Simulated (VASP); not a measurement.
Write the native input for VASP 6.6.1 that does the following.

```yaml
Task: single point
Functional: PBEsol
Potentials_or_basis: VASP PAW PBE potentials, release 64 (Sr_sv)
Cutoff: 520 eV
k_mesh: 6 × 6 × 4
Occupations: gaussian, width 0.1 eV
Spin: no spin polarisation
Dipole_correction: no
Further_INCAR_settings: ALGO = Normal; EDIFF = 1e-06; NBANDS = 22
```

The structure of Sr lies in POSCAR:

```
Sr
1.0
    5.6246462753      0.0000000000      0.0000000000
   -2.8123231377      4.8710865618      0.0000000000
    0.0000000000      0.0000000000      6.3813494836
Sr
3
Direct
    0.2254000000      0.0000000000      0.3333333333
    0.0000000000      0.2254000000      0.6666666667
    0.7746000000      0.7746000000      0.0000000000
```

One way to write it, as run:

INCAR

```
SYSTEM = Sr
PREC     = Accurate       ! precision mode
ENCUT    = 520            ! plane-wave cutoff, eV
EDIFF    = 1E-6           ! SCF threshold, eV
ISMEAR   = 0              ! smearing method
SIGMA    = 0.1            ! smearing width, eV
LREAL    = .False.        ! projectors in reciprocal space
LASPH    = .True.         ! aspherical terms in the spheres
NELM     = 80             ! most SCF steps
ALGO     = Normal         ! electronic algorithm
ISIF     = 2              ! what is computed and relaxed
LWAVE    = .False.        ! write WAVECAR
LCHARG   = .True.         ! write CHGCAR
GGA      = PS             ! functional
LELF     = .True.         ! ELF
LVHAR    = .True.       
NBANDS   = 22             ! bands
```

KPOINTS

```
regular mesh
0
Gamma
  6 6 4
  0 0 0
```

Potentials or basis: VASP PAW PBE potentials, release 64 (Sr_sv).

Run with:

```bash
$ cat potpaw_PBE.64/Sr_sv/POTCAR > POTCAR
$ mpirun -np 1 vasp_std > vasp.out
```

Results of the run:

The pressure is 0.5 GPa and the largest force is 2.345 eV/Å. The band gap on the k mesh is zero (bands 15 and 16 overlap by 0.38 eV).

Caveat: the PAW data sets were made with another functional, which shifts forces and pressure a little.

It took 2.7 min on 1 thread of Intel Xeon 8259CL, on a shared host, peak memory 0.27 GiB.
